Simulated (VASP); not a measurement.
# BP: single point with PBEsol

BP:

```xyz
2
Lattice="0.0000 2.1720 2.3130 2.1720 0.0000 2.3130 2.1720 2.1720 0.0000" Properties=species:S:1:pos:R:3 pbc="T T T"
B     0.0000    0.0000    0.0000
P     1.0860    1.0860    1.1565
```

This cell differs from its parent crystal: strained cell.

```
Program                : VASP 6.6.1
Task                   : single point
Functional             : PBEsol
Potentials or basis    : VASP PAW PBE potentials, release 64 (B, P)
Cutoff                 : 500 eV
k mesh                 : 10 × 10 × 10
Occupations            : gaussian, width 0.02 eV
Spin                   : no spin polarisation
Dipole correction      : no
Further INCAR settings : ALGO = Normal; EDIFF = 1e-06; NBANDS = 11
```

```
Pressure               : 10.6 GPa
Band gap on the k mesh : 0.55 eV (least direct gap 3.15 eV)
```

Stress tensor (GPa, compression positive):
```
16.96  0.00  0.00
 0.00 16.96  0.00
 0.00  0.00 -2.04
```

Levels at points of the mesh, in eV from the valence-band top:
| k point | band 1 | band 2 | band 3 | band 4 | band 5 | band 6 | band 7 | band 8 | band 9 |
| --- | --- | --- | --- | --- | --- | --- | --- | --- | --- |
| (0.00, 0.00, 0.00) | -16.35 | -0.69 | 0.00 | 0.00 | 3.15 | 3.15 | 3.48 | 8.08 | 11.12 |
| (0.50, 0.00, 0.00) | -12.73 | -9.83 | -2.53 | -1.62 | 3.25 | 4.80 | 4.82 | 9.98 | 14.42 |
| (0.50, 0.50, 0.00) | -11.56 | -9.58 | -4.14 | -4.14 | 1.34 | 1.87 | 12.53 | 12.53 | 15.19 |
| (0.50, 0.00, 0.50) | -10.88 | -8.98 | -4.91 | -4.77 | 0.64 | 0.92 | 11.59 | 13.08 | 15.27 |

Run time: 12 s on 1 thread of Intel(R) Xeon(R) Platinum 8488C (Sapphire Rapids), with other jobs on the host, peak memory 0.14 GiB.

Caveat: the cell differs from its parent crystal (strained cell); the cell stands under pressure; the PAW data sets were made with another functional, which shifts forces and pressure a little. A k mesh can miss the band edges.
